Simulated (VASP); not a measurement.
# Y: relaxation of cell and atoms with PBE

Crystal: Y.

```
Y
1.0
     3.42554    0.00000    0.00000
    -1.71277    2.96660    0.00000
     0.00000    0.00000   11.02038
Y
4
Direct
  0.00000 0.00000 0.00000
  0.33333 0.66667 0.25000
  0.00000 0.00000 0.50000
  0.66667 0.33333 0.75000
```

| Property | Result |
| --- | --- |
| Program | VASP 6.6.1 |
| Task | relaxation of cell and atoms |
| Functional | PBE |
| Potentials or basis | VASP PAW PBE potentials, release 64 (Y_sv) |
| Cutoff | 600 eV |
| k mesh | 15 × 15 × 4 |
| Occupations | gaussian, width 0.1 eV |
| Spin | no spin polarisation |
| Target pressure | 8 GPa |
| Dipole correction | no |
| Further INCAR settings | ALGO = Fast; EDIFF = 1e-06; IBRION = 2; EDIFFG = -0.008; NSW = 70; ISIF = 3 |

```json
{"Relaxed volume": "27.62 Å³/atom", "Relaxed cell": "a = 3.410 Å, b = 3.410 Å, c = 10.973 Å, α = 90.00°, β = 90.00°, γ = 120.00°", "Space group after relaxing (to 0.1 Å)": "P6_3/mmc (No. 194)", "Energy change on relaxing (the run minimises the enthalpy)": "+18.0 meV/atom", "Ionic steps": "3", "Pressure after relaxing": "8.0 GPa", "Band gap on the k mesh": "zero (bands 22 and 23 overlap by 1.57 eV)"}
```

Step by step:
```tsv
step	energy change (eV)	largest force (eV/Å)	pressure (GPa)	volume (Å³)
1	0.0000	0.0000	7.14	111.99
2	0.1175	0.0000	8.46	109.58
3	0.0719	0.0000	8.01	110.47
```

Final structure:
```cif
data_structure
_symmetry_space_group_name_H-M 'P 1'
_symmetry_Int_Tables_number 1
_cell_length_a 3.4096
_cell_length_b 3.4096
_cell_length_c 10.9726
_cell_angle_alpha 90.000
_cell_angle_beta 90.000
_cell_angle_gamma 120.000
_cell_volume 110.47
loop_
_atom_site_label
_atom_site_type_symbol
_atom_site_fract_x
_atom_site_fract_y
_atom_site_fract_z
_atom_site_occupancy
Y1 Y 0.00000 0.00000 0.00000 1
Y2 Y 0.33333 0.66667 0.25000 1
Y3 Y 0.00000 0.00000 0.50000 1
Y4 Y 0.66667 0.33333 0.75000 1
```

Levels at points of the mesh, in eV from the Fermi level:
```tsv
k point	band 18	band 19	band 20	band 21	band 22	band 23	band 24	band 25	band 26
(0.00, 0.00, 0.00)	-3.35	-3.34	-2.18	0.84	0.90	1.31	1.72	1.75	1.80
(0.00, 0.00, 0.50)	-4.49	-2.39	-2.39	0.87	0.87	1.60	1.60	1.87	1.87
```

Wall time 26 min on 1 thread of Oxide Virtual Turin-like Processor, on a shared host, peak memory 0.4 GiB.

Caveat: the cell is relaxed towards a set pressure, so the run minimises the enthalpy, not the energy.
